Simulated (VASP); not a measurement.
The system is BaZrO3.

```
Ba Zr O
1.0
     4.19134    0.00000    0.00000
     0.00000    4.19134    0.00000
     0.00000    0.00000    4.19134
Ba Zr O
1 1 3
Direct
  0.00000 0.00000 0.00000
  0.50000 0.50000 0.50000
  0.00000 0.50000 0.50000
  0.50000 0.00000 0.50000
  0.50000 0.50000 0.00000
```

```yaml
Program: VASP 6.6.1
Task: relaxation of cell and atoms
Functional: LDA
Potentials_or_basis: VASP PAW LDA potentials, release 64 (Ba_sv, Zr_sv, O)
Cutoff: 600 eV
k_mesh: 5 × 5 × 5
Occupations: gaussian, width 0.01 eV
Spin: no spin polarisation
```

At the start: pressure -4.0 GPa; volume 14.73 Å³/atom.

Problem. How do energy, volume and symmetry change on relaxing?

Solution. Over 3 steps the energy falls by 4.5 meV/atom and the volume is 14.38 Å³/atom (-2.4 %); space group Pm-3m (No. 221, to 0.1 Å) before and after.

The path:
| step | energy change (eV) | largest force (eV/Å) | pressure (GPa) | volume (Å³) |
| --- | --- | --- | --- | --- |
| 1 | 0.0000 | 0.0000 | -3.99 | 73.63 |
| 2 | 0.0125 | 0.0000 | 5.49 | 69.79 |
| 3 | -0.0223 | 0.0000 | -0.03 | 71.89 |

Final structure:
```
Ba Zr O
1.0
     4.15799    0.00000    0.00000
     0.00000    4.15799    0.00000
     0.00000    0.00000    4.15799
Ba Zr O
1 1 3
Direct
  0.00000 0.00000 0.00000
  0.50000 0.50000 0.50000
  0.00000 0.50000 0.50000
  0.50000 0.00000 0.50000
  0.50000 0.50000 0.00000
```
